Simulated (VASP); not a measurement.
# MgC18 in VASP: further runs, part 2 of 3

VASP 6.6.1. Earlier steps stand in the parts before.

## Step 3: Single point, PBE

INCAR

```
SYSTEM = MgC18
PREC = Accurate
ENCUT = 520
EDIFF = 1E-7
ISMEAR = 0
SIGMA = 0.05
LREAL = Auto
LASPH = .True.
NELM = 60
ALGO = Normal
ISIF = 2
LWAVE = .False.
LCHARG = .False.
GGA = PE
NBANDS = 52
```

KPOINTS

```
regular mesh
0
Gamma
  2 2 1
  0 0 0
```

POSCAR

```
MgC18
1.0
    7.3980000000      0.0000000000      0.0000000000
   -3.6990000000      6.4068560000      0.0000000000
    0.0000000000      0.0000000000     11.0000000000
C Mg
18 1
Direct
   -0.0011387134      0.0019639898      0.0804311818
    0.2214424488      0.1115675146      0.0803890909
   -0.0011406623      0.3352850446      0.0804147273
    0.2214458679      0.4448960613      0.0804396364
   -0.0011385079      0.6686380964      0.0803536364
    0.2214481979      0.7782456793      0.0804061818
    0.3321849615      0.0019671115      0.0803429091
    0.5547740193      0.1115664220      0.0803588182
    0.3321828203      0.3352883224      0.0803645455
    0.5547684406      0.4448988708      0.0803294545
    0.3321994616      0.6686346626      0.0803847273
    0.5547781112      0.7782339731      0.0803650000
    0.6655347257      0.0019591513      0.0803873636
    0.8881154768      0.1115615834      0.0803831818
    0.6655253300      0.3352891028      0.0803372727
    0.8881134543      0.4448946566      0.0803630000
    0.6655269673      0.6686354430      0.0803810000
    0.8881136715      0.7782389678      0.0803648182
    0.7056656204      0.3593277264      0.4759308182
```

Potentials or basis: VASP PAW PBE potentials, release 64 (C, Mg).

Launch:

```sh
> cat potpaw_PBE.64/C/POTCAR potpaw_PBE.64/Mg/POTCAR > POTCAR
> mpirun -np 1 vasp_std > vasp.out
```

OUTCAR:

```text
SYSTEM = MgC18
   PREC = Accurate
   ENCUT = 520
   EDIFF = 1E-7
   ISMEAR = 0
   LREAL = Auto
   LASPH = .True.
   NELM = 60
   ISIF = 2
   GGA = PE

 ion  position               nearest neighbor table
   1  0.999  0.002  0.080-  14 1.41   2 1.43  18 1.43
   2  0.221  0.112  0.080-   7 1.41   1 1.43   9 1.43
   3  0.999  0.335  0.080-  16 1.41   4 1.43  14 1.43
   4  0.221  0.445  0.080-   9 1.41   3 1.43  11 1.43
   5  0.999  0.669  0.080-  18 1.41   6 1.43  16 1.43
   6  0.221  0.778  0.080-  11 1.41   5 1.43   7 1.43
[... 10 lines left out ...]
  17  0.666  0.669  0.080-  12 1.41  18 1.43  10 1.43
  18  0.888  0.778  0.080-   5 1.41  17 1.43   1 1.43
  19  0.706  0.359  0.476-

  LATTYP: Found a hexagonal cell.
 ALAT       =     7.3980000000
 C/A-ratio  =     1.4868883482

  Lattice vectors:

 A1 = (   7.3980000000,   0.0000000000,   0.0000000000)
 A2 = (  -3.6990000000,   6.4068560000,   0.0000000000)
 A3 = (   0.0000000000,   0.0000000000,  11.0000000000)

Analysis of symmetry for initial positions (statically):
=====================================================================
 Subroutine PRICEL returns:
 Original cell was already a primitive cell.

 Routine SETGRP: Setting up the symmetry group for a
 hexagonal supercell.

 Subroutine GETGRP returns: Found  1 space group operations
 (whereof  1 operations were pure point group operations)
 out of a pool of 24 trial point group operations.

The static configuration has the point symmetry C_1 .

Analysis of symmetry for dynamics (positions and initial velocities):
=====================================================================
 Subroutine PRICEL returns:
 Original cell was already a primitive cell.

[... 141 lines left out ...]
  volume/ion in A,a.u.               =      27.44       185.18
  Fermi-wavevector in a.u.,A,eV,Ry     =   0.853955  1.613740  9.921890  0.729238
  Thomas-Fermi vector in A             =   1.970477
   LORBIT       =      0    0 simple, 1 ext, 2 COOP (PROOUT), +10 PAW based schemes
   GGA     = PE    functional components
   LHFCALC =     F    Hartree Fock is set to
   AEXX    =    0.0000 exact exchange contribution
   IVDW    =     0    specifies the selected vdW correction
   LEPSILON=     F    determine dielectric tensor
   LRPA    =     F    only Hartree local field effects (RPA)
 non-spin polarized calculation
 Gauss-broadening in eV      SIGMA  =   0.05
  energy-cutoff  :      520.00
  volume of cell :      521.38
 maximum number of plane-waves:     14099
 NGX is ok and might be reduce to    56
   NGX = 27   NGY = 27   NGZ = 41

 number of electron      74.0000004 magnetization

 Free energy of the ion-electron system (eV)
  ---------------------------------------------------
  ext. energy  EPLUGINS =         0.00000000
  ---------------------------------------------------
  free energy    TOTEN  =      -165.63767633 eV

  energy without entropy =     -165.63553090  energy(sigma->0) =     -165.63660362

 E-fermi :  -1.1839     XC(G=0):  -4.8887

 val. band max:       -1.2639985163   @ k =   0.0000   0.0000   0.0000
 cond. band min:      -1.1040592369   @ k =   0.0000   0.0000   0.0000
 fundamental gap:      0.1599392793
 Fermi energy:        -1.1838961139

 k-point     1 :       0.0000    0.0000    0.0000
  band No.  band energies     occupation
      1     -20.7053      2.00000
      2     -18.1251      2.00000
      3     -18.1245      2.00000
      4     -18.1206      2.00000
      5     -18.1205      2.00000
      6     -18.1187      2.00000
[... 197 lines left out ...]
     48       3.7658      0.00000
     49       3.8167      0.00000
 [bands above 49 left out]

------------------------ aborting loop because EDIFF is reached ----------------------------------------

  FORCE on cell =-STRESS in cart. coord.  units (eV):
  Direction    XX          YY          ZZ          XY          YZ          ZX
  --------------------------------------------------------------------------------------
  -------------------------------------------------------------------------------------
  Total       -1.9774144      5.0327935     -0.2509333      2.9770716     -0.0025687      0.0033619
  in kB       -6.0765392     15.4656335     -0.7711111      9.1484576     -0.0078937      0.0103310
  external PRESSURE =       2.8726611 kB  Pullay stress =       0.0000000 kB

 VOLUME and BASIS-vectors are now :
 -----------------------------------------------------------------------------
  energy-cutoff  :      520.00
  volume of cell :      521.38
      direct lattice vectors                 reciprocal lattice vectors
     7.398000000  0.000000000  0.000000000     0.135171668  0.078041398  0.000000000
    -3.699000000  6.406856000  0.000000000     0.000000000  0.156082796  0.000000000
     0.000000000  0.000000000 11.000000000     0.000000000  0.000000000  0.090909091

 POSITION                                       TOTAL-FORCE (eV/Angst)
 -----------------------------------------------------------------------------------
      7.38231      0.01258      0.88474         0.001032     -0.001900     -0.007347
      1.22554      0.71480      0.88428         0.000331     -0.001437      0.002237
      6.14934      2.14812      0.88456         0.001168      0.000233     -0.002591
     -0.00741      2.85038      0.88484         0.001013      0.016832     -0.003402
      4.91628      4.28387      0.88389         0.004918     -0.002116      0.002874
     -1.24046      4.98611      0.88447         0.011191     -0.004144     -0.010269
[... 11 lines left out ...]
      3.69156      4.98607      0.88401         0.003644      0.004239      0.009323
      3.89136      2.30216      5.23524         0.000017      0.000338     -0.003514
 -----------------------------------------------------------------------------------
    total drift:                                0.003267     -0.002704     -0.030056

  FREE ENERGIE OF THE ION-ELECTRON SYSTEM (eV)
  ---------------------------------------------------
  free  energy   TOTEN  =      -165.6376763288 eV

  energy  without entropy=     -165.6355309046  energy(sigma->0) =     -165.63660362
```

stdout:

```text
POSCAR found type information on POSCAR C Mg
 POSCAR found :  2 types and      19 ions
 scaLAPACK will be used
 LDA part: xc-table for (Slater+PW92), standard interpolation
 POSCAR, INCAR and KPOINTS ok, starting setup
 FFT: planning ... GRIDC
 FFT: planning ... GRID_SOFT
 FFT: planning ... GRID
 WAVECAR not read
 entering main loop
```

It took 6.5 min on 1 thread of Intel Xeon Platinum 8259CL at 2.50GHz (Skylake/Cascade Lake), shared host; peak memory 0.56 GiB.

What came out:

```yaml
Free_energy: -165.6377 eV
Largest_force: 0.017 eV/Å
Band_gap_on_the_k_mesh: 0.16 eV
```

Forces on the atoms (eV/Å):
```
C    0.001 -0.002 -0.007
C    0.000 -0.001  0.002
C    0.001  0.000 -0.003
C    0.001  0.017 -0.003
C    0.005 -0.002  0.003
C    0.011 -0.004 -0.010
C    0.002 -0.011  0.006
C    0.004 -0.003 -0.005
C   -0.001  0.003  0.006
C    0.002  0.003 -0.004
C   -0.011 -0.001  0.004
C   -0.005 -0.003  0.005
C   -0.008 -0.002 -0.003
C    0.004  0.003  0.007
C   -0.008 -0.004  0.001
C    0.004  0.010 -0.002
C   -0.005 -0.007 -0.004
C    0.004  0.004  0.009
Mg   0.000  0.000 -0.004
```

Levels at points of the mesh, in eV from the valence-band top:
```csv
k point,band 33,band 34,band 35,band 36,band 37,band 38,band 39,band 40,band 41,band 42
"(0.00, 0.00, 0.00)",-3.14,-2.79,-0.47,0.00,0.00,0.16,0.16,2.90,3.39,3.39
"(0.50, 0.00, 0.00)",-2.62,-2.53,-2.53,-2.30,-0.37,1.78,2.50,2.51,2.54,2.68
"(0.00, 0.50, 0.00)",-2.60,-2.54,-2.54,-2.34,-0.37,1.86,2.52,2.53,2.54,2.64
"(0.50, 0.50, 0.00)",-2.60,-2.57,-2.57,-2.20,-0.37,1.62,2.53,2.58,2.58,2.64
```

Caveat: the k points lie up to 0.49 Å⁻¹ apart; there is no dipole correction, which matters where the two faces differ.

## Step 4: Single point, PBE

INCAR

```
SYSTEM = MgC18
PREC     = Accurate       ! precision mode
ENCUT    = 520            ! plane-wave cutoff, eV
EDIFF    = 1E-7           ! SCF threshold, eV
ISMEAR   = 0              ! smearing method
SIGMA    = 0.05           ! smearing width, eV
LREAL    = Auto         
LASPH    = .TRUE.         ! aspherical terms in the spheres
NELM     = 80             ! most SCF steps
ALGO     = Normal         ! electronic algorithm
ISIF     = 2              ! what is computed and relaxed
LWAVE    = .FALSE.        ! write WAVECAR
LCHARG   = .TRUE.         ! write CHGCAR
GGA      = PE             ! functional
LELF     = .TRUE.         ! ELF
LVHAR    = .TRUE.       
NBANDS   = 52             ! bands
```

KPOINTS

```
regular mesh
0
G
  2 2 1
  0 0 0
```

POSCAR

```
MgC18
1.0
    7.3980000000      0.0000000000      0.0000000000
   -3.6990000000      6.4068560000      0.0000000000
    0.0000000000      0.0000000000     11.0000000000
C Mg
18 1
Direct
   -0.0011035138      0.0019859975      0.0803037273
    0.2214788078      0.1115896783      0.0802820000
   -0.0011054433      0.3353033063      0.0803260000
    0.2214792042      0.4449124500      0.0803240000
   -0.0011043049      0.6686502709      0.0802567273
    0.2214832593      0.7782595707      0.0803157273
    0.3322249380      0.0019867779      0.0802488182
    0.5548112450      0.1115843715      0.0802614545
    0.3322155337      0.3353075206      0.0802495455
    0.5548035397      0.4449163521      0.0802290000
    0.3322312371      0.6686479297      0.0802806364
    0.5548104079      0.7782509861      0.0802498182
    0.6655685888      0.0019803785      0.0802892727
    0.8881500729      0.1115826546      0.0802760000
    0.6655631269      0.3353054915      0.0802423636
    0.8881490467      0.4449104210      0.0802650909
    0.6655600638      0.6686502709      0.0802610000
    0.8881482396      0.7782545760      0.0802567273
    0.7050379196      0.4145694862      0.4778094545
```

Potentials or basis: VASP PAW PBE potentials, release 64 (C, Mg).

Launch:

```sh
> cat potpaw_PBE.64/C/POTCAR potpaw_PBE.64/Mg/POTCAR > POTCAR
> mpirun -np 1 vasp_std > vasp.out
```

OUTCAR:

```text
SYSTEM = MgC18
   PREC = Accurate
   ENCUT = 520
   EDIFF = 1E-7
   ISMEAR = 0
   LREAL = Auto
   LASPH = .TRUE.
   NELM = 80
   ISIF = 2
   GGA = PE

 ion  position               nearest neighbor table
   1  0.999  0.002  0.080-  14 1.41   2 1.43  18 1.43
   2  0.221  0.112  0.080-   7 1.41   1 1.43   9 1.43
   3  0.999  0.335  0.080-  16 1.41   4 1.43  14 1.43
   4  0.221  0.445  0.080-   9 1.41   3 1.43  11 1.43
   5  0.999  0.669  0.080-  18 1.41   6 1.43  16 1.43
[... 435 lines left out ...]
  Total       -1.9724501      5.0358931     -0.2472973      2.9803188     -0.0001233      0.0018653
  in kB       -6.0612839     15.4751588     -0.7599376      9.1584363     -0.0003789      0.0057322
  external PRESSURE =       2.8846457 kB  Pullay stress =       0.0000000 kB

 VOLUME and BASIS-vectors are now :
 -----------------------------------------------------------------------------
  energy-cutoff  :      520.00
  volume of cell :      521.38
      direct lattice vectors                 reciprocal lattice vectors
     7.398000000  0.000000000  0.000000000     0.135171668  0.078041398  0.000000000
    -3.699000000  6.406856000  0.000000000     0.000000000  0.156082796  0.000000000
     0.000000000  0.000000000 11.000000000     0.000000000  0.000000000  0.090909091

 POSITION                                       TOTAL-FORCE (eV/Angst)
 -----------------------------------------------------------------------------------
      7.38249      0.01272      0.88334         0.001503     -0.001322     -0.006397
      1.22573      0.71494      0.88310         0.000180     -0.003012      0.001805
      6.14954      2.14824      0.88359         0.001171      0.000515     -0.006163
     -0.00723      2.85049      0.88356         0.000997      0.015633     -0.002473
      4.91649      4.28395      0.88282         0.005966     -0.000906      0.005020
     -1.24025      4.98620      0.88347         0.011474     -0.002844     -0.010789
[... 11 lines left out ...]
      3.69176      4.98616      0.88282         0.004245      0.004588      0.007728
      3.68238      2.65609      5.25590        -0.000291      0.000673     -0.004570
 -----------------------------------------------------------------------------------
    total drift:                                0.002051     -0.002245     -0.024634

  FREE ENERGIE OF THE ION-ELECTRON SYSTEM (eV)
  ---------------------------------------------------
  free  energy   TOTEN  =      -165.6376492571 eV

  energy  without entropy=     -165.6355009225  energy(sigma->0) =     -165.63657509
```

OSZICAR:

```text
N       E                     dE             d eps       ncg     rms          rms(c)
DAV:   1     0.558088313945E+03    0.55809E+03   -0.30006E+04   424   0.114E+03
DAV:   2    -0.897294529525E+02   -0.64782E+03   -0.62347E+03   640   0.266E+02
DAV:   3    -0.179687757375E+03   -0.89958E+02   -0.89537E+02   472   0.102E+02
[... 13 lines left out ...]
DAV:  17    -0.165637653562E+03    0.72819E-05   -0.51281E-06   488   0.675E-03    0.346E-03
DAV:  18    -0.165637650437E+03    0.31247E-05   -0.19975E-06   432   0.402E-03    0.158E-03
DAV:  19    -0.165637649579E+03    0.85854E-06   -0.53595E-07   372   0.191E-03    0.971E-04
DAV:  20    -0.165637649305E+03    0.27364E-06   -0.17890E-07   320   0.115E-03    0.614E-04
DAV:  21    -0.165637649257E+03    0.47849E-07   -0.78525E-08   348   0.745E-04
   1 F= -.16563765E+03 E0= -.16563658E+03  d E =-.214833E-02
```

It took 7.1 min on 1 thread of Intel Xeon Platinum 8259CL at 2.50GHz (Skylake/Cascade Lake), shared host; peak memory 0.55 GiB.

Results:

```
Free energy            : -165.6376 eV
Largest force          : 0.016 eV/Å
Band gap on the k mesh : 0.16 eV
```

Forces in eV/Å, atoms in the order of the input:
```
C    0.002 -0.001 -0.006
C    0.000 -0.003  0.002
C    0.001  0.001 -0.006
C    0.001  0.016 -0.002
C    0.006 -0.001  0.005
C    0.011 -0.003 -0.011
C    0.000 -0.011  0.007
C    0.003 -0.001 -0.002
C   -0.001  0.002  0.005
C    0.001  0.003 -0.005
C   -0.012  0.001  0.003
C   -0.005 -0.002  0.006
C   -0.005 -0.005 -0.004
C    0.003  0.000  0.006
C   -0.009 -0.004  0.001
C    0.005  0.009  0.000
C   -0.005 -0.005 -0.003
C    0.004  0.005  0.008
Mg   0.000  0.001 -0.005
```

Levels at points of the mesh, in eV from the valence-band top:
| k point | band 33 | band 34 | band 35 | band 36 | band 37 | band 38 | band 39 | band 40 | band 41 | band 42 |
| --- | --- | --- | --- | --- | --- | --- | --- | --- | --- | --- |
| (0.00, 0.00, 0.00) | -3.14 | -2.79 | -0.47 | 0.00 | 0.00 | 0.16 | 0.16 | 2.89 | 3.39 | 3.39 |
| (0.50, 0.00, 0.00) | -2.62 | -2.53 | -2.53 | -2.30 | -0.37 | 1.78 | 2.50 | 2.51 | 2.54 | 2.68 |
| (0.00, 0.50, 0.00) | -2.60 | -2.54 | -2.54 | -2.34 | -0.37 | 1.86 | 2.52 | 2.53 | 2.54 | 2.64 |
| (0.50, 0.50, 0.00) | -2.60 | -2.57 | -2.57 | -2.20 | -0.37 | 1.62 | 2.53 | 2.58 | 2.58 | 2.64 |

Caveat: the k points lie up to 0.49 Å⁻¹ apart; there is no dipole correction, which matters where the two faces differ.

[end of part 2 of 3]
